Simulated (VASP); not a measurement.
Runs of VASP 6.6.1 on TiO2. The structure is that of space group I4_1/amd (No. 141), or close to it. The cells are those of the table. 

```tsv
cell	cutoff (eV)	gap on the mesh (eV)	pressure (GPa)	largest force (eV/Å)
a = 5.857 Å, angles 140.6, 140.6, 56.9°, 6 atoms	600	(a)	(c)	0.52
a = 5.651 Å, angles 138.5, 138.5, 60.2°, 6 atoms	600	2.41	-12.3	0.04
a = 5.951 Å, angles 141.9, 141.9, 54.9°, 6 atoms	600	(b)	-14.3	0.67
a = 5.406 Å, angles 140.8, 140.8, 56.6°, 6 atoms	520	3.09	40.5	0.50
```

Alike in all rows: task single point; level PBE+U; potentials or basis VASP PAW PBE potentials, release 64 (Ti_sv, O); no spin polarisation; Ti d U = 4.0 eV; k mesh 8 × 8 × 8; smearing gaussian 0.05 eV.

Task: Estimate the missing entries.

Result: (a) 2.33; (b) 2.36; (c) -15.9.

Caveats: the cell stands under tension (at least some runs); the cell stands under pressure (at least some runs).

A k mesh can miss the band edges.
